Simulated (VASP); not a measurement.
## Mg: relaxation of cell and atoms with PBE

Mg:

```
Mg
1.0
     0.00000    3.11500    3.11500
     3.11500    0.00000    3.11500
     3.11500    3.11500    0.00000
Mg
2
Direct
  0.00000 0.00000 0.00000
  0.25000 0.25000 0.25000
```

```json
{"Program": "VASP 6.6.1", "Task": "relaxation of cell and atoms", "Functional": "PBE", "Potentials or basis": "VASP PAW PBE potentials, release 64 (Mg)", "Cutoff": "600 eV", "k mesh": "6 × 6 × 6", "Occupations": "gaussian, width 0.1 eV", "Spin": "no spin polarisation", "Target pressure": "5 GPa", "Dipole correction": "no", "Further INCAR settings": "ALGO = Normal; EDIFF = 1e-06; IBRION = 2; EDIFFG = -0.03; NSW = 80; ISIF = 3"}
```

The relaxed volume is 31.10 Å³/atom, the relaxed cell is a = 4.447 Å, b = 4.447 Å, c = 4.447 Å, α = 60.00°, β = 60.00°, γ = 60.00° and the space group after relaxing (to 0.05 Å) is Fd-3m (No. 227). The energy change on relaxing (the enthalpy is what falls) is -29.3 meV/atom and the ionic steps are 3. The pressure after relaxing is 5.0 GPa. The band gap on the k mesh is zero (band 2 reaches 4.90 eV, above the bottom of band 3 at 0.25 eV).

The path:
```csv
step,energy change (eV),largest force (eV/Å),pressure (GPa),volume (Å³)
1,0.0000,0.0000,5.81,60.45
2,-0.0462,0.0000,5.17,61.80
3,-0.0586,0.0000,4.99,62.19
```

Final structure:
```
CELL_PARAMETERS angstrom
0.00000 3.14461 3.14461
3.14461 0.00000 3.14461
3.14461 3.14461 0.00000
ATOMIC_POSITIONS crystal
Mg 0.00000 0.00000 0.00000
Mg 0.25000 0.25000 0.25000
```

Levels at points of the mesh, in eV from the Fermi level:
```tsv
k point	band 1	band 2	band 3	band 4	band 5	band 6
(0.00, 0.00, 0.00)	-5.75	3.86	3.86	3.86	4.86	4.86
(0.50, 0.00, 0.00)	-3.51	-2.37	2.86	2.86	4.74	4.74
(0.50, 0.50, 0.00)	-2.19	-2.19	1.11	1.11	2.60	2.60
```

It took 8.3 s on 1 thread of AMD EPYC 9R45 (Zen 5), with other jobs on the host, peak memory 0.17 GiB.

Caveat: the cell is relaxed towards a set pressure, so the enthalpy falls and the energy may rise.
